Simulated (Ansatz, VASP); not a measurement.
# NaF: VASP beside Ansatz

Contents of INCAR:

```
PREC = Accurate
ENCUT = 520
EDIFF = 1E-7
ISMEAR = 0
SIGMA = 0.05
LREAL = False
LASPH = True
NELM = 60
ALGO = Normal
ISIF = 2
LWAVE = False
LCHARG = False
GGA = PS
NBANDS = 14
```

File KPOINTS:

```
regular mesh
0
Gamma
  8 8 8
```

POSCAR

```
NaF
1.0
    0.0000000000      2.2798542900      2.3233000000
    2.3667457100      0.0000000000      2.3233000000
    2.3667457100      2.2798542900      0.0000000000
Na F
1 1
Direct
    0.0000000000      0.0000000000      0.0000000000
    0.5000000000      0.5000000000      0.5000000000
```

Input for Ansatz:

```yaml
crystal:
  lattice:
    - [0.0, 2.27985429, 2.3233]
    - [2.36674571, 0.0, 2.3233]
    - [2.36674571, 2.27985429, 0.0]
  atoms:
    - { symbol: Na, position: [0.0, 0.0, 0.0] }
    - { symbol: F, position: [0.5, 0.5, 0.5] }
basis:
  ecutwfc: 420
kpoints:
  mp_grid: { grid: [8, 8, 8] }
hamiltonian:
  xc: pbesol
scf:
  occupations: { method: gaussian, width: 0.05 }
output:
  forces: true
  stress: true
  eigenvalues: true
```

Change from the starting cell: strain +0.0187 x Voigt [1, -1, 0, 0, 0, 0], atoms carried along.

Alike in both runs: task single point; functional PBEsol; k mesh 8 × 8 × 8; occupations gaussian, width 0.05 eV; no spin polarisation.

```csv
,VASP,Ansatz
version,VASP 6.6.1,Ansatz 0.2.0
potentials or method,"VASP PAW PBE potentials, release 64 (Na_pv, F), cutoff 520 eV","scalar-relativistic, plane waves, PAW"
valence electrons in the cell,14,16
```

|  | VASP | Ansatz | Ansatz less VASP |
| --- | --- | --- | --- |
| gap on the k mesh at the Fermi level (eV) | 6.12 | 6.14 | +0.020 |
| least direct gap on the mesh (eV) | 6.12 | 6.14 | +0.020 |
| pressure (GPa) | -0.4 | -0.4 | +0.01 |
| traceless stress, the component that is largest in VASP (GPa) | 1.52 | 1.46 | -0.066 |

VASP's potentials were made for PBE, not for PBEsol. The functional is the same, so the differences come from potentials, cutoffs and numerics. VASP's potentials hold 14 valence electrons a cell and Ansatz's 16, so a difference there can come from the potentials and not from the codes.
